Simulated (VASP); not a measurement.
# BeS (P6_3/mmc) in VASP: further runs

The runs below take BeS through single point, with PBE, r2SCAN.

Program: VASP 6.6.1. These are calculated values, not measurements. Logs are shortened: lines on timing, memory, paths and dates and some standing lists are left out, and cuts for length are marked.

### 1 The cell of the first run

Symmetry: P6_3/mmc, No. 194, hexagonal system. Conventional cell: a = 3.300 Å, b = 3.300 Å, c = 4.999 Å, α = 90.00°, β = 90.00°, γ = 120.00°. Be (site symmetry -3m) has 6 S at 2.28 Å and 2 Be at 2.50 Å within 3.0 Å. S (site symmetry -6m2) has 6 Be at 2.28 Å within 3.0 Å.

### 2 Single point, PBE (uniaxial z strain -4.9%)

INCAR reads:

```
SYSTEM = BeS
ALGO = Normal ; EDIFF = 1E-6
ENCUT = 520 ; GGA = PE
ISIF = 2 ; ISMEAR = -1
LASPH = .TRUE. ; LCHARG = .FALSE.
LREAL = .FALSE. ; LWAVE = .FALSE.
NBANDS = 16 ; NELM = 80
PREC = Accurate ; SIGMA = 0.02
```

KPOINTS reads:

```
k-points
0
G
  12 12 6
  0 0 0
```

POSCAR reads:

```
BeS
1.0
    3.3002359560      0.0000000000      0.0000000000
   -1.6501179780      2.8580881764      0.0000000000
    0.0000000000      0.0000000000      4.9987672712
Be S
2 2
Direct
    0.0000000000      0.0000000000      0.0000000000
    0.0000000000      0.0000000000      0.5000000000
    0.3333333333      0.6666666667      0.2500000000
    0.6666666667      0.3333333333      0.7500000000
```

Potentials or basis: VASP PAW PBE potentials, release 64 (Be, S).

Run with:

```
$ cat potpaw_PBE.64/Be/POTCAR potpaw_PBE.64/S/POTCAR > POTCAR
$ mpirun -np 1 vasp_std > vasp.out
```

OUTCAR:

```text
SYSTEM = BeS
   EDIFF = 1E-6
   ENCUT = 520
   GGA = PE
   ISIF = 2
   ISMEAR = -1
   LASPH = .TRUE.
   LREAL = .FALSE.
   NELM = 80
   PREC = Accurate

 ion  position               nearest neighbor table
   1  0.000  0.000  0.000-   3 2.28   4 2.28   4 2.28   3 2.28   4 2.28   3 2.28
   2  0.000  0.000  0.500-   3 2.28   4 2.28   4 2.28   3 2.28   4 2.28   3 2.28
   3  0.333  0.667  0.250-   1 2.28   2 2.28   1 2.28   2 2.28   1 2.28   2 2.28
   4  0.667  0.333  0.750-   1 2.28   2 2.28   1 2.28   2 2.28   1 2.28   2 2.28

  LATTYP: Found a hexagonal cell.
 ALAT       =     3.3002359560
 C/A-ratio  =     1.5146696593

  Lattice vectors:

 A1 = (   3.3002359560,   0.0000000000,   0.0000000000)
 A2 = (  -1.6501179780,   2.8580881764,   0.0000000000)
 A3 = (   0.0000000000,   0.0000000000,   4.9987672712)

Analysis of symmetry for initial positions (statically):
=====================================================================
 Subroutine PRICEL returns:
 Original cell was already a primitive cell.

 Routine SETGRP: Setting up the symmetry group for a
 hexagonal supercell.

 Subroutine GETGRP returns: Found 24 space group operations
 (whereof 12 operations were pure point group operations)
 out of a pool of 24 trial point group operations.

The static configuration has the point symmetry D_3d.
 The point group associated with its full space group is D_6h.

Analysis of symmetry for dynamics (positions and initial velocities):
=====================================================================
 Subroutine PRICEL returns:
 Original cell was already a primitive cell.

 Routine SETGRP: Setting up the symmetry group for a
 hexagonal supercell.

 Subroutine GETGRP returns: Found 24 space group operations
 (whereof 12 operations were pure point group operations)
 out of a pool of 24 trial point group operations.

The dynamic configuration has the point symmetry D_3d.
 The point group associated with its full space group is D_6h.

 Subroutine INISYM returns: Found 24 space group operations
 (whereof 12 operations are pure point group operations),
 and found     1 'primitive' translations

----------------------------------------------------------------------------------------

                                     Primitive cell

  volume of cell :      47.1502

  direct lattice vectors                    reciprocal lattice vectors
     3.300235956  0.000000000  0.000000000     0.303008637  0.174942118  0.000000000
    -1.650117978  2.858088176  0.000000000     0.000000000  0.349884237  0.000000000
     0.000000000  0.000000000  4.998767271     0.000000000  0.000000000  0.200049321

  length of vectors
     3.300235956  3.300235956  4.998767271     0.349884237  0.349884237  0.200049321

  position of ions in fractional coordinates (direct lattice)
     0.000000000  0.000000000  0.000000000
     0.000000000  0.000000000  0.500000000
     0.333333333  0.666666667  0.250000000
     0.666666667  0.333333333  0.750000000

  ion indices of the primitive-cell ions
   primitive index   ion index
                 1           1
                 2           2
                 3           3
                 4           4

----------------------------------------------------------------------------------------

 KPOINTS: k-points

Automatic generation of k-mesh.
 Grid dimensions read from file:
 generate k-points for:   12   12    6

 Generating k-lattice:

  Cartesian coordinates                     Fractional coordinates (reciprocal lattice)
     0.025250720  0.014578510  0.000000000     0.083333333  0.000000000  0.000000000
     0.000000000  0.029157020  0.000000000     0.000000000  0.083333333  0.000000000
     0.000000000  0.000000000  0.033341554     0.000000000  0.000000000  0.166666667

  Length of vectors
     0.029157020  0.029157020  0.033341554

  Shift w.r.t. Gamma in fractional coordinates (k-lattice)
     0.000000000  0.000000000  0.000000000

 Subroutine IBZKPT returns following result:
 ===========================================

 Found     76 irreducible k-points:

 Following reciprocal coordinates:
            Coordinates               Weight
  0.000000  0.000000  0.000000      1.000000
  0.083333  0.000000  0.000000      6.000000
  0.166667  0.000000  0.000000      6.000000
  0.250000  0.000000  0.000000      6.000000
  0.333333  0.000000  0.000000      6.000000
  0.416667  0.000000  0.000000      6.000000
[... 16 lines left out ...]
  0.250000  0.000000  0.166667     12.000000
  0.333333  0.000000  0.166667     12.000000
 [... further k-points ...]
   k-points           NKPTS =     76   k-points in BZ     NKDIM =     76   number of bands    NBANDS=     16
   number of dos      NEDOS =    301   number of ions     NIONS =      4
   total plane-waves  NPLWV =  31360
   dimension x,y,z NGX =    28 NGY =   28 NGZ =   40
   dimension x,y,z NGXF=    56 NGYF=   56 NGZF=   80
   ions per type =               2   2
   NGX,Y,Z   is equivalent  to a cutoff of  14.10, 14.10, 13.30 a.u.
   NGXF,Y,Z  is equivalent  to a cutoff of  28.21, 28.21, 26.61 a.u.
 SYSTEM =  BeS
   PREC   = accura    normal or accurate (medium, high low for compatibility)
   ISTART =      0    job   : 0-new  1-cont  2-samecut
   ICHARG =      2    charge: 1-file 2-atom 10-const
   ISPIN  =      1    spin polarized calculation?
   LNONCOLLINEAR =      F non collinear calculations
   LSORBIT =      F    spin-orbit coupling
   LASPH  =      T    aspherical Exc in radial PAW
   ENCUT  =  520.0 eV  38.22 Ry    6.18 a.u.   6.14  6.14  9.29*2*pi/ulx,y,z
   NELM   =     80;   NELMIN=  2; NELMDL= -5     # of ELM steps
   EDIFF  = 0.1E-05   stopping-criterion for ELM
   LREAL  =      F    real-space projection
   EDIFFG = 0.1E-04   stopping-criterion for IOM
   NSW    =      0    number of steps for IOM
   IBRION =     -1    ionic relax: 0-MD 1-quasi-New 2-CG
   NFREE  =      0    steps in history (QN), initial steepest desc. (CG)
   ISIF   =      2    stress and relaxation
   ISYM   =      2    0-nonsym 1-usesym 2-fastsym
   POTIM  = 0.5000    time-step for ionic-motion
   TEBEG  =    0.0;   TEEND  =   0.0 temperature during run
   PSTRESS=    0.0 pullay stress
   NELECT =      16.0000    total number of electrons
   NUPDOWN=      -1.0000    fix difference up-down
   EMIN   =  10.00;   EMAX   =-10.00  energy-range for DOS
   EFERMI =   0.00;   METHOD = LEGACY
   ISMEAR =    -1;   SIGMA  =   0.02  broadening in eV -4-tet -1-fermi 0-gaus
   EFERMI_NEDOS =   21; number of points for ismear=-14 and -15
   IALGO  =     38    algorithm
   IMIX   =      4    mixing-type and parameters
     AMIX     =   0.40;   BMIX     =  1.00
     AMIX_MAG =   1.60;   BMIX_MAG =  1.00
  volume/ion in A,a.u.               =      11.79        79.55
  Fermi-wavevector in a.u.,A,eV,Ry     =   1.141880  2.157840 17.740487  1.303889
  Thomas-Fermi vector in A             =   2.278579
   LORBIT       =      0    0 simple, 1 ext, 2 COOP (PROOUT), +10 PAW based schemes
   GGA     = PE    functional components
   LHFCALC =     F    Hartree Fock is set to
   AEXX    =    0.0000 exact exchange contribution
   IVDW    =     0    specifies the selected vdW correction
   LEPSILON=     F    determine dielectric tensor
   LRPA    =     F    only Hartree local field effects (RPA)
 non-spin polarized calculation
  energy-cutoff  :      520.00
  volume of cell :       47.15
 maximum number of plane-waves:      1284
 NGX is ok and might be reduce to    28
   NGX = 13   NGY = 13   NGZ = 19

 number of electron      16.0000000 magnetization

 Free energy of the ion-electron system (eV)
  ---------------------------------------------------
  ext. energy  EPLUGINS =         0.00000000
  ---------------------------------------------------
  free energy    TOTEN  =       -17.87822132 eV

  energy without entropy =      -17.87822132  energy(sigma->0) =      -17.87822132

 E-fermi :   8.2323     XC(G=0): -10.8107

 val. band max:        7.8440211440   @ k =   0.0000   0.0000   0.0000
 cond. band min:       8.9188660809   @ k =   0.3333   0.3333   0.0000
 fundamental gap:      1.0748449369
 Fermi energy:         8.2323286208

 k-point     1 :       0.0000    0.0000    0.0000
  band No.  band energies     occupation
      1      -8.3262      2.00000
      2      -5.5172      2.00000
      3      -0.0336      2.00000
      4       6.1803      2.00000
      5       6.1803      2.00000
      6       6.2024      2.00000
[... 8 lines left out ...]
     15      16.6066      0.00000
     16      16.6406      0.00000

 k-point     2 :       0.0833    0.0000    0.0000
  band No.  band energies     occupation
      1      -8.2350      2.00000
      2      -5.4482      2.00000
      3       0.0535      2.00000
      4       5.0754      2.00000
      5       5.5113      2.00000
      6       6.1633      2.00000
[... 8 lines left out ...]
     15      15.6432      0.00000
     16      16.9620      0.00000

 k-point     3 :       0.1667    0.0000    0.0000
  band No.  band energies     occupation
      1      -7.9656      2.00000
      2      -5.2567      2.00000
      3       0.3122      2.00000
      4       3.5444      2.00000
      5       4.8179      2.00000
      6       5.2413      2.00000
[... 8 lines left out ...]
     15      15.1805      0.00000
     16      16.9865      0.00000

 k-point     4 :       0.2500    0.0000    0.0000
  band No.  band energies     occupation
      1      -7.5332      2.00000
      2      -4.9978      2.00000
      3       0.7327      2.00000
      4       2.0950      2.00000
      5       4.0222      2.00000
      6       4.2134      2.00000
[... 8 lines left out ...]
     15      16.0912      0.00000
     16      16.6535      0.00000
[... 324 lines left out ...]
 k-point    22 :       0.1667    0.0000    0.1667
  band No.  band energies     occupation
      1      -7.8453      2.00000
      2      -5.5650      2.00000
      3       0.8073      2.00000
      4       3.6743      2.00000
      5       4.9270      2.00000
      6       5.0269      2.00000
[... 8 lines left out ...]
     15      15.0491      0.00000
     16      16.2630      0.00000

 k-point    23 :       0.2500    0.0000    0.1667
  band No.  band energies     occupation
      1      -7.4167      2.00000
      2      -5.2708      2.00000
      3       1.0300      2.00000
      4       2.3861      2.00000
      5       3.7215      2.00000
      6       4.3358      2.00000
[... 8 lines left out ...]
     15      15.7118      0.00000
     16      16.4591      0.00000

 k-point    24 :       0.3333    0.0000    0.1667
  band No.  band energies     occupation
      1      -6.8649      2.00000
      2      -4.9958      2.00000
      3       0.6482      2.00000
      4       2.1340      2.00000
      5       2.4447      2.00000
      6       3.8834      2.00000
[... 8 lines left out ...]
     15      16.9971      0.00000
     16      17.7272      0.00000

 [... further k-points ...]
[... 5 lines left out ...]
  --------------------------------------------------------------------------------------
  -------------------------------------------------------------------------------------
  Total        0.7440285      0.7440285      3.5844066      0.0000000     -0.0000000     -0.0000000
  in kB       25.2823014     25.2823014    121.7991680      0.0000000     -0.0000000     -0.0000000
  external PRESSURE =      57.4545903 kB  Pullay stress =       0.0000000 kB

 VOLUME and BASIS-vectors are now :
 -----------------------------------------------------------------------------
  energy-cutoff  :      520.00
  volume of cell :       47.15
      direct lattice vectors                 reciprocal lattice vectors
     3.300235956  0.000000000  0.000000000     0.303008637  0.174942118  0.000000000
    -1.650117978  2.858088176  0.000000000     0.000000000  0.349884237  0.000000000
     0.000000000  0.000000000  4.998767271     0.000000000  0.000000000  0.200049321

 POSITION                                       TOTAL-FORCE (eV/Angst)
 -----------------------------------------------------------------------------------
      0.00000      0.00000      0.00000         0.000000      0.000000      0.000000
      0.00000      0.00000      2.49938         0.000000      0.000000      0.000000
     -0.00000      1.90539      1.24969         0.000000     -0.000000     -0.000000
      1.65012      0.95270      3.74908        -0.000000      0.000000      0.000000
 -----------------------------------------------------------------------------------
    total drift:                                0.000000     -0.000000     -0.000000

  FREE ENERGIE OF THE ION-ELECTRON SYSTEM (eV)
  ---------------------------------------------------
  free  energy   TOTEN  =       -17.8782213203 eV

  energy  without entropy=      -17.8782213203  energy(sigma->0) =      -17.87822132
```

Run time: 28 s. Hardware: 1 thread of AMD EPYC 9R45 (Zen 5), shared host; peak memory 0.17 GiB.

Results:

```
Free energy            : -17.8782 eV
Pressure               : 5.7 GPa
Band gap on the k mesh : 1.07 eV, indirect (least direct gap 2.48 eV)
```

Stress tensor (GPa, compression positive):
```
 2.53  0.00  0.00
 0.00  2.53  0.00
 0.00  0.00 12.18
```

Caveat: the cell differs from its parent crystal (uniaxial z strain -4.9%). A k mesh can miss the band edges.

### 3 Single point, PBE (strain +2.5%)

INCAR reads:

```
  ALGO = Normal
  EDIFF = 1E-7
  ENCUT = 520
  GGA = PE
  ISIF = 2
  ISMEAR = -1
  LASPH = True
  LCHARG = True
  LELF = True
  LREAL = False
  LVHAR = True
  LWAVE = False
  NBANDS = 16
  NELM = 60
  PREC = Accurate
  SIGMA = 0.02
```

KPOINTS reads:

```
k-points
0
Gamma
  12 12 6
```

POSCAR reads:

```
BeS
1.0
    3.3843919729      0.0000000000      0.0000000000
   -1.6921959864      2.9309694249      0.0000000000
    0.0000000000      0.0000000000      5.3892302740
Be S
2 2
Direct
    0.0000000000      0.0000000000      0.0000000000
    0.0000000000      0.0000000000      0.5000000000
    0.3333333333      0.6666666667      0.2500000000
    0.6666666667      0.3333333333      0.7500000000
```

Potentials or basis: VASP PAW PBE potentials, release 64 (Be, S).

Run with:

```
$ cat potpaw_PBE.64/Be/POTCAR potpaw_PBE.64/S/POTCAR > POTCAR
$ mpirun -np 1 vasp_std > vasp.out
```

Run time: 32 s. Hardware: 1 thread of AMD EPYC 9R45 (Zen 5), shared host; peak memory 0.17 GiB.

Results (log left out):

* Free energy: -17.8699 eV
* Pressure: -7.3 GPa
* Band gap on the k mesh: 1.50 eV, indirect (least direct gap 3.31 eV)

Stress tensor (GPa, compression positive):
```
-7.19  0.00  0.00
 0.00 -7.19  0.00
 0.00  0.00 -7.42
```

Levels at points of the mesh, in eV from the valence-band top:
```csv
k point,band 5,band 6,band 7,band 8,band 9,band 10,band 11,band 12
"(0.00, 0.00, 0.00)",-0.69,-0.67,-0.67,0.00,3.31,4.03,5.74,5.74
"(0.50, 0.00, 0.00)",-4.44,-3.10,-2.41,-0.56,3.31,3.72,3.75,4.05
"(0.00, 0.00, 0.50)",-0.61,-0.61,-0.61,-0.61,4.05,4.05,5.27,5.27
"(0.50, 0.00, 0.50)",-2.16,-2.16,-2.05,-2.05,3.06,3.06,4.61,4.61
```

Caveat: the cell differs from its parent crystal (strain +2.5%).

### 4 Single point, r2SCAN (uniaxial z strain -4.9%)

POSCAR reads:

```
BeS
1.0
    3.3002359560      0.0000000000      0.0000000000
   -1.6501179780      2.8580881764      0.0000000000
    0.0000000000      0.0000000000      4.9987672712
Be S
2 2
Direct
    0.0000000000      0.0000000000      0.0000000000
    0.0000000000      0.0000000000      0.5000000000
    0.3333333333      0.6666666667      0.2500000000
    0.6666666667      0.3333333333      0.7500000000
```

INCAR.step1 reads:

```
PREC = Accurate
ENCUT = 520
ISMEAR = 0
SIGMA = 0.01
LREAL = False
LASPH = True
NELM = 80
NBANDS = 16
GGA = PE
ALGO = Normal
EDIFF = 1E-4
LWAVE = True
LCHARG = False
```

INCAR.step2 reads:

```
PREC = Accurate
ENCUT = 520
EDIFF = 1E-6
ISMEAR = 0
SIGMA = 0.01
LREAL = False
LASPH = True
NELM = 80
ALGO = Normal
ISIF = 2
LWAVE = False
LCHARG = False
METAGGA = R2SCAN
LMIXTAU = True
NBANDS = 16
ISTART = 1
```

KPOINTS reads:

```
regular mesh
0
Gamma
  12 12 6
```

Run with:

```
$ cat potpaw_PBE.64/Be/POTCAR potpaw_PBE.64/S/POTCAR > POTCAR
$ cp INCAR.step1 INCAR
$ mpirun -np 1 vasp_std > vasp.out
$ cp INCAR.step2 INCAR
$ mpirun -np 1 vasp_std > vasp.out
```

Wall time 2 min (1 thread of AMD EPYC 9R45 (Zen 5), shared host); peak memory 0.17 GiB.

It converged, with:

```yaml
Free_energy: -27.1851 eV
Pressure: 6.2 GPa
Band_gap_on_the_k_mesh: 1.40 eV, indirect (least direct gap 2.99 eV)
```

Stress tensor (GPa, compression positive):
```
 2.61  0.00  0.00
 0.00  2.61  0.00
 0.00  0.00 13.32
```

Levels at points of the mesh, in eV from the valence-band top:
```
           k point  band 5  band 6  band 7  band 8  band 9  band 10  band 11  band 12
(0.00, 0.00, 0.00)   -1.75   -1.70   -1.70    0.00    2.99     5.02     5.63     5.63
(0.50, 0.00, 0.00)   -5.83   -4.64   -3.35   -1.28    2.56     3.76     3.82     4.22
(0.00, 0.00, 0.50)   -1.61   -1.61   -1.61   -1.61    4.03     4.03     4.81     4.81
(0.50, 0.00, 0.50)   -3.43   -3.43   -2.80   -2.80    3.56     3.56     4.35     4.35
```

Caveat: the cell differs from its parent crystal (uniaxial z strain -4.9%); the PAW data sets were made with another functional, which shifts forces and pressure a little. A k mesh can miss the band edges.

### 5 Single point, r2SCAN (strain +2.5%)

POSCAR reads:

```
BeS
1.0
    3.3843919729      0.0000000000      0.0000000000
   -1.6921959864      2.9309694249      0.0000000000
    0.0000000000      0.0000000000      5.3892302740
Be S
2 2
Direct
    0.0000000000      0.0000000000      0.0000000000
    0.0000000000      0.0000000000      0.5000000000
    0.3333333333      0.6666666667      0.2500000000
    0.6666666667      0.3333333333      0.7500000000
```

INCAR.step1 reads:

```
PREC = Accurate ; ENCUT = 520
ISMEAR = 0 ; SIGMA = 0.01
LREAL = F ; LASPH = T
NELM = 60 ; NBANDS = 16
GGA = PE ; ALGO = Normal
EDIFF = 1E-4 ; LWAVE = T
LCHARG = F
```

INCAR.step2 reads:

```
PREC = Accurate ; ENCUT = 520
EDIFF = 1E-6 ; ISMEAR = 0
SIGMA = 0.01 ; LREAL = F
LASPH = T ; NELM = 60
ALGO = Normal ; ISIF = 2
LWAVE = F ; LCHARG = T
METAGGA = R2SCAN ; LMIXTAU = T
LELF = T ; LVHAR = T
NBANDS = 16 ; ISTART = 1
```

KPOINTS is that of step 4.

Run with:

```
$ cat potpaw_PBE.64/Be/POTCAR potpaw_PBE.64/S/POTCAR > POTCAR
$ cp INCAR.step1 INCAR
$ mpirun -np 1 vasp_std > vasp.out
$ cp INCAR.step2 INCAR
$ mpirun -np 1 vasp_std > vasp.out
```

It took 2.7 min on 1 thread of AMD EPYC 9R45 (Zen 5), shared host; peak memory 0.17 GiB.

Results (log left out):

| Item | Value |
| --- | --- |
| Free energy | -27.1850 eV |
| Pressure | -7.5 GPa |
| Band gap on the k mesh | 1.86 eV, indirect (least direct gap 3.90 eV) |

Stress tensor (GPa, compression positive):
```
-7.53  0.00  0.00
 0.00 -7.53  0.00
 0.00  0.00 -7.39
```

Levels at points of the mesh, in eV from the valence-band top:
```csv
k point,band 4,band 5,band 6,band 7,band 8,band 9,band 10,band 11,band 12,band 13
"(0.00, 0.00, 0.00)",-0.72,-0.72,-0.70,-0.70,0.00,3.90,4.76,6.33,6.33,7.19
"(0.50, 0.00, 0.00)",-5.57,-4.58,-3.21,-2.46,-0.61,3.73,4.13,4.35,4.58,8.05
"(0.00, 0.00, 0.50)",-3.81,-0.65,-0.65,-0.65,-0.65,4.67,4.67,5.84,5.84,5.84
"(0.50, 0.00, 0.50)",-6.79,-2.23,-2.23,-2.12,-2.12,3.54,3.54,5.09,5.09,8.01
```

Caveat: the cell differs from its parent crystal (strain +2.5%); the PAW data sets were made with another functional, which shifts forces and pressure a little.

### 6 Overview

```csv
level,cell,smearing,gap on the mesh (eV),pressure (GPa)
PBE,"a = 3.300, b = 3.300, c = 4.999 Å, angles 90.0, 90.0, 120.0°, 4 atoms",fermi-dirac 0.02 eV,1.07,5.7
PBE,"a = 3.384, b = 3.384, c = 5.389 Å, angles 90.0, 90.0, 120.0°, 4 atoms",fermi-dirac 0.02 eV,1.50,-7.3
r2SCAN,"a = 3.300, b = 3.300, c = 4.999 Å, angles 90.0, 90.0, 120.0°, 4 atoms",gaussian 0.01 eV,1.40,6.2
r2SCAN,"a = 3.384, b = 3.384, c = 5.389 Å, angles 90.0, 90.0, 120.0°, 4 atoms",gaussian 0.01 eV,1.86,-7.5
```

Alike in all rows: task single point; potentials or basis VASP PAW PBE potentials, release 64 (Be, S); no spin polarisation; k mesh 12 × 12 × 6; cutoff (eV) 520.

Caveats: the PAW data sets were made with another functional, which shifts forces and pressure a little (some runs).

Total energies depend on the potentials used, so only differences within one code and one set of settings carry meaning.
